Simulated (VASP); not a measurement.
# C2OH6 in VASP: single point with PBE+D3(BJ)

Aim: the single point of C2OH6 with PBE+D3(BJ).

Program: VASP 6.6.1. These are calculated values, not measurements. Logs are shortened: lines on timing, memory, paths and dates and some standing lists are left out, and cuts for length are marked.

## (1) The cell of the first run

The cell holds a molecule in a box, 9 atoms: a = 14.399 Å, b = 14.500 Å, c = 15.000 Å, α = 90.00°, β = 90.00°, γ = 90.00°.

## (2) Single point, PBE+D3(BJ)

The input, INCAR:

```
PREC = Accurate
ENCUT = 1000
EDIFF = 1E-6
ISMEAR = 0
SIGMA = 0.005
LREAL = F
LASPH = T
NELM = 120
ALGO = Normal
ISIF = 2
LWAVE = F
LCHARG = F
GGA = PE
IVDW = 12
ISYM = 0
NBANDS = 20
GGA_COMPAT = F
NELMDL = -8
```

The input, KPOINTS:

```
regular mesh
0
Gamma
  1 1 1
```

The input, POSCAR:

```
H6C2O
1.0
   14.3988977857      0.0000000000      0.0000000000
    0.0000000000     14.5000000000      0.0000000000
    0.0000000000      0.0000000000     15.0000000000
C O H
2 1 6
Direct
    0.4427699946      0.5215821809      0.5161257124
    0.5320780527      0.4766199003      0.4837838132
    0.6137977326      0.5244402418      0.5124260334
    0.3818152964      0.4844897481      0.4903694685
    0.4388303129      0.5935987687      0.4938731802
    0.4386108495      0.5206048305      0.5893656692
    0.5346059051      0.4036176659      0.5048517183
    0.5353536118      0.4775213284      0.4106160982
    0.6136012222      0.5252518338      0.5771202881
```

Potentials or basis: VASP PAW PBE potentials, release 64 (C_h, O_h, H_h).

Started as:

```console
cat potpaw_PBE.64/C_h/POTCAR potpaw_PBE.64/O_h/POTCAR potpaw_PBE.64/H_h/POTCAR > POTCAR
mpirun -np 1 vasp_gam > vasp.out
```

OUTCAR:

```text
PREC = Accurate
   ENCUT = 1000
   EDIFF = 1E-6
   ISMEAR = 0
   LREAL = F
   LASPH = T
   NELM = 120
   ISIF = 2
   GGA = PE
   IVDW = 12
   ISYM = 0
   NELMDL = -8
 IVDW          = 12

 ion  position               nearest neighbor table
   1  0.443  0.522  0.516-   5 1.10   4 1.10   6 1.10   2 1.52
   2  0.532  0.477  0.484-   8 1.10   7 1.11   3 1.43   1 1.52
   3  0.614  0.524  0.512-   9 0.97   2 1.43
   4  0.382  0.484  0.490-   1 1.10
   5  0.439  0.594  0.494-   1 1.10
   6  0.439  0.521  0.589-   1 1.10
   7  0.535  0.404  0.505-   2 1.11
   8  0.535  0.478  0.411-   2 1.10
   9  0.614  0.525  0.577-   3 0.97

IMPORTANT INFORMATION: All symmetrisations will be switched off!
NOSYMM: (Re-)initialisation of all symmetry stuff for point group C_1.

----------------------------------------------------------------------------------------

                                     Primitive cell

  volume of cell :    3131.7603

  direct lattice vectors                    reciprocal lattice vectors
    14.398897786  0.000000000  0.000000000     0.069449760  0.000000000  0.000000000
     0.000000000 14.500000000  0.000000000     0.000000000  0.068965517  0.000000000
     0.000000000  0.000000000 15.000000000     0.000000000  0.000000000  0.066666667

  length of vectors
    14.398897786 14.500000000 15.000000000     0.069449760  0.068965517  0.066666667

  position of ions in fractional coordinates (direct lattice)
     0.442769995  0.521582181  0.516125712
     0.532078053  0.476619900  0.483783813
     0.613797733  0.524440242  0.512426033
     0.381815296  0.484489748  0.490369468
     0.438830313  0.593598769  0.493873180
     0.438610850  0.520604830  0.589365669
     0.534605905  0.403617666  0.504851718
     0.535353612  0.477521328  0.410616098
     0.613601222  0.525251834  0.577120288

  ion indices of the primitive-cell ions
   primitive index   ion index
                 1           1
                 2           2
                 3           3
                 4           4
                 5           5
                 6           6
                 7           7
                 8           8
                 9           9

----------------------------------------------------------------------------------------

 KPOINTS: regular mesh

Automatic generation of k-mesh.
 Grid dimensions read from file:
 generate k-points for:    1    1    1

 Generating k-lattice:

  Cartesian coordinates                     Fractional coordinates (reciprocal lattice)
     0.069449760  0.000000000  0.000000000     1.000000000  0.000000000  0.000000000
     0.000000000  0.068965517  0.000000000     0.000000000  1.000000000  0.000000000
     0.000000000  0.000000000  0.066666667     0.000000000  0.000000000  1.000000000

  Length of vectors
     0.069449760  0.068965517  0.066666667

  Shift w.r.t. Gamma in fractional coordinates (k-lattice)
     0.000000000  0.000000000  0.000000000

 Subroutine IBZKPT returns following result:
 ===========================================

 Found      1 irreducible k-points:

 Following reciprocal coordinates:
            Coordinates               Weight
  0.000000  0.000000  0.000000      1.000000
   k-points           NKPTS =      1   k-points in BZ     NKDIM =      1   number of bands    NBANDS=     20
   number of dos      NEDOS =    301   number of ions     NIONS =      9
   total plane-waves  NPLWV = ******
   dimension x,y,z NGX =   150 NGY =  150 NGZ =  160
   dimension x,y,z NGXF=   300 NGYF=  300 NGZF=  320
   ions per type =               2   1   6
   NGX,Y,Z   is equivalent  to a cutoff of  17.32, 17.20, 17.73 a.u.
   NGXF,Y,Z  is equivalent  to a cutoff of  34.64, 34.40, 35.47 a.u.
 SYSTEM =  unknown system
   PREC   = accura    normal or accurate (medium, high low for compatibility)
   ISTART =      0    job   : 0-new  1-cont  2-samecut
   ICHARG =      2    charge: 1-file 2-atom 10-const
   ISPIN  =      1    spin polarized calculation?
   LNONCOLLINEAR =      F non collinear calculations
   LSORBIT =      F    spin-orbit coupling
   LASPH  =      T    aspherical Exc in radial PAW
   ENCUT  = 1000.0 eV  73.50 Ry    8.57 a.u.  37.13 37.39 38.68*2*pi/ulx,y,z
   NELM   =    120;   NELMIN=  2; NELMDL= -8     # of ELM steps
   EDIFF  = 0.1E-05   stopping-criterion for ELM
   LREAL  =      F    real-space projection
   EDIFFG = 0.1E-04   stopping-criterion for IOM
   NSW    =      0    number of steps for IOM
   IBRION =     -1    ionic relax: 0-MD 1-quasi-New 2-CG
   NFREE  =      0    steps in history (QN), initial steepest desc. (CG)
   ISIF   =      2    stress and relaxation
   ISYM   =      0    0-nonsym 1-usesym 2-fastsym
   POTIM  = 0.5000    time-step for ionic-motion
   TEBEG  =    0.0;   TEEND  =   0.0 temperature during run
   PSTRESS=    0.0 pullay stress
   NELECT =      20.0000    total number of electrons
   NUPDOWN=      -1.0000    fix difference up-down
   EMIN   =  10.00;   EMAX   =-10.00  energy-range for DOS
   EFERMI =   0.00;   METHOD = LEGACY
   ISMEAR =     0;   SIGMA  =   0.01  broadening in eV -4-tet -1-fermi 0-gaus
   EFERMI_NEDOS =   21; number of points for ismear=-14 and -15
   IALGO  =     38    algorithm
   IMIX   =      4    mixing-type and parameters
     AMIX     =   0.40;   BMIX     =  1.00
     AMIX_MAG =   1.60;   BMIX_MAG =  1.00
  volume/ion in A,a.u.               =     347.97      2348.24
  Fermi-wavevector in a.u.,A,eV,Ry     =   0.303731  0.573968  1.255169  0.092252
  Thomas-Fermi vector in A             =   1.175163
   LORBIT       =      0    0 simple, 1 ext, 2 COOP (PROOUT), +10 PAW based schemes
   GGA     = PE    functional components
   LHFCALC =     F    Hartree Fock is set to
   AEXX    =    0.0000 exact exchange contribution
   IVDW    =    12    specifies the selected vdW correction
   LEPSILON=     F    determine dielectric tensor
   LRPA    =     F    only Hartree local field effects (RPA)
 non-spin polarized calculation
 Gauss-broadening in eV      SIGMA  =   0.01
  energy-cutoff  :     1000.00
  volume of cell :     3131.76
 maximum number of plane-waves:    112471
 NGX is ok and might be reduce to   150
   NGX = 75   NGY = 75   NGZ = 77

 number of electron      20.0000000 magnetization

 Free energy of the ion-electron system (eV)
  ---------------------------------------------------
  ext. energy  EPLUGINS =         0.00000000
  ---------------------------------------------------
  free energy    TOTEN  =       -46.98277310 eV

  energy without entropy =      -46.98277310  energy(sigma->0) =      -46.98277310

 E-fermi :  -6.1013     XC(G=0):  -0.3925

 val. band max:       -6.1596464898   @ k =   0.0000   0.0000   0.0000
 cond. band min:      -0.6045880310   @ k =   0.0000   0.0000   0.0000
 fundamental gap:      5.5550584589
 Fermi energy:        -6.1013164830

 k-point     1 :       0.0000    0.0000    0.0000
  band No.  band energies     occupation
      1     -25.2819      2.00000
      2     -18.3818      2.00000
      3     -15.2503      2.00000
      4     -12.1890      2.00000
      5     -10.9456      2.00000
      6     -10.4008      2.00000
[... 12 lines left out ...]
     19       1.0399      0.00000
     20       1.0560      0.00000

------------------------ aborting loop because EDIFF is reached ----------------------------------------

 Edisp (eV)   -0.11787

 E8    (eV) :    -0.0315

  FORCE on cell =-STRESS in cart. coord.  units (eV):
  Direction    XX          YY          ZZ          XY          YZ          ZX
  --------------------------------------------------------------------------------------
  -------------------------------------------------------------------------------------
  Total      -0.02701    -0.03271    -0.03333     0.01322     0.00712     0.01258
  in kB      -0.01382    -0.01673    -0.01705     0.00676     0.00365     0.00644
  external pressure =       -0.02 kB  Pullay stress =        0.00 kB

 VOLUME and BASIS-vectors are now :
 -----------------------------------------------------------------------------
  energy-cutoff  :     1000.00
  volume of cell :     3131.76
      direct lattice vectors                 reciprocal lattice vectors
    14.398897786  0.000000000  0.000000000     0.069449760  0.000000000  0.000000000
     0.000000000 14.500000000  0.000000000     0.000000000  0.068965517  0.000000000
     0.000000000  0.000000000 15.000000000     0.000000000  0.000000000  0.066666667

 POSITION                                       TOTAL-FORCE (eV/Angst)
 -----------------------------------------------------------------------------------
      6.37540      7.56294      7.74189         0.000180     -0.001724     -0.001332
      7.66134      6.91099      7.25676        -0.010568     -0.004982     -0.006937
      8.83801      7.60438      7.68639         0.010253      0.007253      0.007878
      5.49772      7.02510      7.35554        -0.003678     -0.002477     -0.002193
      6.31867      8.60718      7.40810         0.000488      0.004583     -0.001300
      6.31551      7.54877      8.84049        -0.000890      0.000228      0.005752
      7.69774      5.85246      7.57278        -0.001095     -0.005108      0.000183
      7.70850      6.92406      6.15924        -0.001233     -0.001142     -0.004558
      8.83518      7.61615      8.65680         0.006543      0.003368      0.002507
 -----------------------------------------------------------------------------------
    total drift:                                0.000406      0.000482     -0.000176

  FREE ENERGIE OF THE ION-ELECTRON SYSTEM (eV)
  ---------------------------------------------------
  free  energy   TOTEN  =       -47.1006427356 eV

  energy  without entropy=      -47.1006427356  energy(sigma->0) =      -47.10064274
```

It took 7.6 min on 1 thread of AMD EPYC 9R45 (Zen 5), shared host; peak memory 4.8 GiB.

What came out:

```yaml
Free_energy: -47.1006 eV
Largest_force: 0.015 eV/Å
Gap_between_the_frontier_levels: 5.55 eV
Dispersion_energy_per_atom: -0.013 eV
```

Forces on the atoms (eV/Å):
```
C    0.000 -0.002 -0.001
C   -0.011 -0.005 -0.007
O    0.010  0.007  0.008
H   -0.004 -0.002 -0.002
H    0.000  0.005 -0.001
H   -0.001  0.000  0.006
H   -0.001 -0.005  0.000
H   -0.001 -0.001 -0.005
H    0.007  0.003  0.003
```

Levels at points of the mesh, in eV from the valence-band top:
| k point | band 7 | band 8 | band 9 | band 10 | band 11 | band 12 | band 13 | band 14 |
| --- | --- | --- | --- | --- | --- | --- | --- | --- |
| (0.00, 0.00, 0.00) | -2.95 | -2.66 | -1.50 | 0.00 | 5.55 | 6.17 | 6.39 | 6.45 |
